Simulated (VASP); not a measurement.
# MgS (F-43m) in VASP: a series of runs

The runs below take MgS through single point, with PBEsol.

All numbers are computed with VASP 6.6.1; they aren't measurements. Logs are shortened: lines on timing, memory, paths and dates and some standing lists are left out, and cuts for length are marked.

## Step 1: The cell of the first run

The structure is cubic, space group F-43m (No. 216). Conventional cell: a = 5.666 Å, b = 5.666 Å, c = 5.666 Å, α = 90.00°, β = 90.00°, γ = 90.00°. Within 3.2 Å of Mg (site symmetry -43m) lie 4 S at 2.45 Å. S (site symmetry -43m) has 4 Mg at 2.45 Å within 3.2 Å.

## Step 2: Single point, PBEsol

INCAR

```
ALGO = Normal ; EDIFF = 1E-6
ENCUT = 600 ; GGA = PS
GGA_COMPAT = F ; ISIF = 2
ISMEAR = 0 ; LASPH = T
LCHARG = F ; LREAL = F
LWAVE = F ; NBANDS = 11
NELM = 120 ; PREC = Accurate
SIGMA = 0.01
```

KPOINTS

```
k-points
0
Gamma
  6 6 6
```

POSCAR

```
MgS
1.0
    0.0000000000      2.8331200000      2.8331200000
    2.8331200000      0.0000000000      2.8331200000
    2.8331200000      2.8331200000      0.0000000000
Mg S
1 1
Direct
    0.0000000000      0.0000000000      0.0000000000
    0.7500000000      0.7500000000      0.7500000000
```

Potentials or basis: VASP PAW PBE potentials, release 64 (Mg, S).

Started as:

```sh
$ cat potpaw_PBE.64/Mg/POTCAR potpaw_PBE.64/S/POTCAR > POTCAR
$ mpirun -np 1 vasp_std > vasp.out
```

OUTCAR:

```text
EDIFF = 1E-6
   ENCUT = 600
   GGA = PS
   ISIF = 2
   ISMEAR = 0
   LASPH = T
   LREAL = F
   NELM = 120
   PREC = Accurate

 ion  position               nearest neighbor table
   1  0.000  0.000  0.000-   2 2.45   2 2.45   2 2.45   2 2.45
   2  0.750  0.750  0.750-   1 2.45   1 2.45   1 2.45   1 2.45

  LATTYP: Found a face centered cubic cell.
 ALAT       =     5.6662400000

  Lattice vectors:

 A1 = (   0.0000000000,   2.8331200000,   2.8331200000)
 A2 = (   2.8331200000,   0.0000000000,   2.8331200000)
 A3 = (   2.8331200000,   2.8331200000,   0.0000000000)

Analysis of symmetry for initial positions (statically):
=====================================================================
 Subroutine PRICEL returns:
 Original cell was already a primitive cell.

 Routine SETGRP: Setting up the symmetry group for a
 face centered cubic supercell.

 Subroutine GETGRP returns: Found 24 space group operations
 (whereof 24 operations were pure point group operations)
 out of a pool of 48 trial point group operations.

The static configuration has the point symmetry T_d .

Analysis of symmetry for dynamics (positions and initial velocities):
=====================================================================
 Subroutine PRICEL returns:
 Original cell was already a primitive cell.

 Routine SETGRP: Setting up the symmetry group for a
 face centered cubic supercell.

 Subroutine GETGRP returns: Found 24 space group operations
 (whereof 24 operations were pure point group operations)
 out of a pool of 48 trial point group operations.

The dynamic configuration has the point symmetry T_d .

 Subroutine INISYM returns: Found 24 space group operations
 (whereof 24 operations are pure point group operations),
 and found     1 'primitive' translations

----------------------------------------------------------------------------------------

                                     Primitive cell

  volume of cell :      45.4805

  direct lattice vectors                    reciprocal lattice vectors
     0.000000000  2.833120000  2.833120000    -0.176483876  0.176483876  0.176483876
     2.833120000  0.000000000  2.833120000     0.176483876 -0.176483876  0.176483876
     2.833120000  2.833120000  0.000000000     0.176483876  0.176483876 -0.176483876

  length of vectors
     4.006636728  4.006636728  4.006636728     0.305679041  0.305679041  0.305679041

  position of ions in fractional coordinates (direct lattice)
     0.000000000  0.000000000  0.000000000
     0.750000000  0.750000000  0.750000000

  ion indices of the primitive-cell ions
   primitive index   ion index
                 1           1
                 2           2

----------------------------------------------------------------------------------------

 KPOINTS: k-points

Automatic generation of k-mesh.
 Grid dimensions read from file:
 generate k-points for:    6    6    6

 Generating k-lattice:

  Cartesian coordinates                     Fractional coordinates (reciprocal lattice)
    -0.029413979  0.029413979  0.029413979     0.166666667  0.000000000  0.000000000
     0.029413979 -0.029413979  0.029413979     0.000000000  0.166666667  0.000000000
     0.029413979  0.029413979 -0.029413979     0.000000000  0.000000000  0.166666667

  Length of vectors
     0.050946507  0.050946507  0.050946507

  Shift w.r.t. Gamma in fractional coordinates (k-lattice)
     0.000000000  0.000000000  0.000000000

 Subroutine IBZKPT returns following result:
 ===========================================

 Found     16 irreducible k-points:

 Following reciprocal coordinates:
            Coordinates               Weight
  0.000000  0.000000  0.000000      1.000000
  0.166667  0.000000  0.000000      8.000000
  0.333333  0.000000  0.000000      8.000000
  0.500000  0.000000  0.000000      4.000000
  0.166667  0.166667  0.000000      6.000000
  0.333333  0.166667  0.000000     24.000000
[... 8 lines left out ...]
 -0.333333  0.333333  0.166667     24.000000
 -0.333333  0.500000  0.166667     12.000000
   k-points           NKPTS =     16   k-points in BZ     NKDIM =     16   number of bands    NBANDS=     11
   number of dos      NEDOS =    301   number of ions     NIONS =      2
   total plane-waves  NPLWV =  32768
   dimension x,y,z NGX =    32 NGY =   32 NGZ =   32
   dimension x,y,z NGXF=    64 NGYF=   64 NGZF=   64
   ions per type =               1   1
   NGX,Y,Z   is equivalent  to a cutoff of  13.28, 13.28, 13.28 a.u.
   NGXF,Y,Z  is equivalent  to a cutoff of  26.56, 26.56, 26.56 a.u.
 SYSTEM =  unknown system
   PREC   = accura    normal or accurate (medium, high low for compatibility)
   ISTART =      0    job   : 0-new  1-cont  2-samecut
   ICHARG =      2    charge: 1-file 2-atom 10-const
   ISPIN  =      1    spin polarized calculation?
   LNONCOLLINEAR =      F non collinear calculations
   LSORBIT =      F    spin-orbit coupling
   LASPH  =      T    aspherical Exc in radial PAW
   ENCUT  =  600.0 eV  44.10 Ry    6.64 a.u.   8.00  8.00  8.00*2*pi/ulx,y,z
   NELM   =    120;   NELMIN=  2; NELMDL= -5     # of ELM steps
   EDIFF  = 0.1E-05   stopping-criterion for ELM
   LREAL  =      F    real-space projection
   EDIFFG = 0.1E-04   stopping-criterion for IOM
   NSW    =      0    number of steps for IOM
   IBRION =     -1    ionic relax: 0-MD 1-quasi-New 2-CG
   NFREE  =      0    steps in history (QN), initial steepest desc. (CG)
   ISIF   =      2    stress and relaxation
   ISYM   =      2    0-nonsym 1-usesym 2-fastsym
   POTIM  = 0.5000    time-step for ionic-motion
   TEBEG  =    0.0;   TEEND  =   0.0 temperature during run
   PSTRESS=    0.0 pullay stress
   NELECT =       8.0000    total number of electrons
   NUPDOWN=      -1.0000    fix difference up-down
   EMIN   =  10.00;   EMAX   =-10.00  energy-range for DOS
   EFERMI =   0.00;   METHOD = LEGACY
   ISMEAR =     0;   SIGMA  =   0.01  broadening in eV -4-tet -1-fermi 0-gaus
   EFERMI_NEDOS =   21; number of points for ismear=-14 and -15
   IALGO  =     38    algorithm
   IMIX   =      4    mixing-type and parameters
     AMIX     =   0.40;   BMIX     =  1.00
     AMIX_MAG =   1.60;   BMIX_MAG =  1.00
  volume/ion in A,a.u.               =      22.74       153.46
  Fermi-wavevector in a.u.,A,eV,Ry     =   0.917269  1.733386 11.447693  0.841382
  Thomas-Fermi vector in A             =   2.042218
   LORBIT       =      0    0 simple, 1 ext, 2 COOP (PROOUT), +10 PAW based schemes
   GGA     = PS    functional components
   LHFCALC =     F    Hartree Fock is set to
   AEXX    =    0.0000 exact exchange contribution
   IVDW    =     0    specifies the selected vdW correction
   LEPSILON=     F    determine dielectric tensor
   LRPA    =     F    only Hartree local field effects (RPA)
 non-spin polarized calculation
 Gauss-broadening in eV      SIGMA  =   0.01
  energy-cutoff  :      600.00
  volume of cell :       45.48
 maximum number of plane-waves:      1527
   NGX = 17   NGY = 17   NGZ = 17

 number of electron       8.0000000 magnetization

 Free energy of the ion-electron system (eV)
  ---------------------------------------------------
  ext. energy  EPLUGINS =         0.00000000
  ---------------------------------------------------
  free energy    TOTEN  =        -8.91686916 eV

  energy without entropy =       -8.91686916  energy(sigma->0) =       -8.91686916

 E-fermi :   1.0289     XC(G=0):  -8.5676

 val. band max:        0.9873507792   @ k =   0.0000   0.0000   0.0000
 cond. band min:       4.2720249073   @ k =   0.0000   0.0000   0.0000
 fundamental gap:      3.2846741282
 Fermi energy:         1.0288986166

 k-point     1 :       0.0000    0.0000    0.0000
  band No.  band energies     occupation
      1     -10.2739      2.00000
      2       0.9874      2.00000
      3       0.9874      2.00000
      4       0.9874      2.00000
      5       4.2720      0.00000
      6       8.8537      0.00000
      7       8.8537      0.00000
      8       8.8537      0.00000
      9      11.7656      0.00000
     10      11.7656      0.00000
     11      14.5153      0.00000

 k-point     2 :       0.1667    0.0000    0.0000
  band No.  band energies     occupation
      1     -10.1210      2.00000
      2      -0.1070      2.00000
      3       0.8967      2.00000
      4       0.8967      2.00000
      5       5.2918      0.00000
      6       8.5893      0.00000
      7       9.1054      0.00000
      8       9.1054      0.00000
      9      11.1485      0.00000
     10      11.1485      0.00000
     11      13.5493      0.00000

 k-point     3 :       0.3333    0.0000    0.0000
  band No.  band energies     occupation
      1      -9.7788      2.00000
      2      -1.5746      2.00000
      3       0.7324      2.00000
      4       0.7324      2.00000
      5       5.9929      0.00000
      6       8.8173      0.00000
      7       8.8173      0.00000
      8       9.0093      0.00000
      9      12.1088      0.00000
     10      12.1088      0.00000
     11      12.9108      0.00000

 k-point     4 :       0.5000    0.0000    0.0000
  band No.  band energies     occupation
      1      -9.5839      2.00000
      2      -2.1886      2.00000
      3       0.6574      2.00000
      4       0.6574      2.00000
      5       5.9742      0.00000
      6       8.5249      0.00000
      7       8.5249      0.00000
      8       9.3997      0.00000
      9      13.6771      0.00000
     10      14.1359      0.00000
     11      14.1359      0.00000
[... 127 lines left out ...]
 k-point    14 :       0.5000    0.3333    0.1667
  band No.  band energies     occupation
      1      -9.5454      2.00000
      2      -1.4895      2.00000
      3      -0.3449      2.00000
      4       0.2833      2.00000
      5       6.5237      0.00000
      6       7.9745      0.00000
      7       8.3698      0.00000
      8      10.6910      0.00000
      9      11.5733      0.00000
     10      14.4210      0.00000
     11      15.2610      0.00000

 k-point    15 :      -0.3333    0.3333    0.1667
  band No.  band energies     occupation
      1      -9.4133      2.00000
      2      -1.5905      2.00000
      3      -0.7033      2.00000
      4       0.0772      2.00000
      5       6.6069      0.00000
      6       7.9085      0.00000
      7       9.3109      0.00000
      8      10.1783      0.00000
      9      12.1016      0.00000
     10      13.9076      0.00000
     11      15.2010      0.00000

 k-point    16 :      -0.3333    0.5000    0.1667
  band No.  band energies     occupation
      1      -9.3547      2.00000
      2      -1.5470      2.00000
      3      -0.5940      2.00000
      4      -0.2967      2.00000
      5       5.8114      0.00000
      6       7.7374      0.00000
      7      10.2522      0.00000
      8      10.2850      0.00000
      9      13.3736      0.00000
     10      14.7094      0.00000
     11      14.8321      0.00000

------------------------ aborting loop because EDIFF is reached ----------------------------------------

  FORCE on cell =-STRESS in cart. coord.  units (eV):
  Direction    XX          YY          ZZ          XY          YZ          ZX
  --------------------------------------------------------------------------------------
  -------------------------------------------------------------------------------------
  Total       -0.1438332     -0.1438332     -0.1438332      0.0000000      0.0000000      0.0000000
  in kB       -5.0669301     -5.0669301     -5.0669301      0.0000000      0.0000000      0.0000000
  external PRESSURE =      -5.0669301 kB  Pullay stress =       0.0000000 kB

 VOLUME and BASIS-vectors are now :
 -----------------------------------------------------------------------------
  energy-cutoff  :      600.00
  volume of cell :       45.48
      direct lattice vectors                 reciprocal lattice vectors
     0.000000000  2.833120000  2.833120000    -0.176483876  0.176483876  0.176483876
     2.833120000  0.000000000  2.833120000     0.176483876 -0.176483876  0.176483876
     2.833120000  2.833120000  0.000000000     0.176483876  0.176483876 -0.176483876

 POSITION                                       TOTAL-FORCE (eV/Angst)
 -----------------------------------------------------------------------------------
      0.00000      0.00000      0.00000         0.000000      0.000000      0.000000
      4.24968      4.24968      4.24968        -0.000000     -0.000000     -0.000000
 -----------------------------------------------------------------------------------
    total drift:                                0.000000      0.000000      0.000000

  FREE ENERGIE OF THE ION-ELECTRON SYSTEM (eV)
  ---------------------------------------------------
  free  energy   TOTEN  =        -8.9168691553 eV

  energy  without entropy=       -8.9168691553  energy(sigma->0) =       -8.91686916
```

It took 11 s on 1 thread of Intel Xeon 6975P-C (Granite Rapids), shared host; peak memory 0.17 GiB.

Results:

- Free energy: -8.9169 eV
- Pressure: -0.5 GPa
- Band gap on the k mesh: 3.28 eV, direct

Caveat: the PAW data sets were made with another functional, which shifts forces and pressure a little. A k mesh can miss the band edges.

## Step 3: Single point, PBEsol

INCAR

```
SYSTEM = MgS
PREC = Accurate ; ENCUT = 600
EDIFF = 1E-6 ; ISMEAR = 0
SIGMA = 0.01 ; LREAL = .FALSE.
LASPH = .TRUE. ; NELM = 120
ALGO = Normal ; ISIF = 2
LWAVE = .FALSE. ; LCHARG = .FALSE.
GGA = PS ; NBANDS = 11
GGA_COMPAT = .FALSE.
```

KPOINTS

```
regular mesh
0
G
  6 6 6
  0 0 0
```

POSCAR is that of step 2.

Potentials or basis: VASP PAW PBE potentials, release 64 (Mg, S).

Started as:

```sh
$ cat potpaw_PBE.64/Mg/POTCAR potpaw_PBE.64/S/POTCAR > POTCAR
$ mpirun -np 1 vasp_std > vasp.out
```

It took 7.6 s on 1 thread of Intel Xeon 6975P-C (Granite Rapids), shared host; peak memory 0.17 GiB.

The run converged. Its results:

* Free energy: -8.9169 eV
* Pressure: -0.5 GPa
* Band gap on the k mesh: 3.28 eV, direct

Levels at points of the mesh, in eV from the valence-band top:
```csv
k point,band 1,band 2,band 3,band 4,band 5,band 6,band 7,band 8,band 9
"(0.00, 0.00, 0.00)",-11.26,0.00,0.00,0.00,3.28,7.87,7.87,7.87,10.78
"(0.50, 0.00, 0.00)",-10.57,-3.18,-0.33,-0.33,4.99,7.54,7.54,8.41,12.69
"(0.50, 0.50, 0.00)",-10.35,-2.85,-1.05,-1.05,3.71,5.54,11.01,12.14,12.14
```

Caveat: the PAW data sets were made with another functional, which shifts forces and pressure a little.
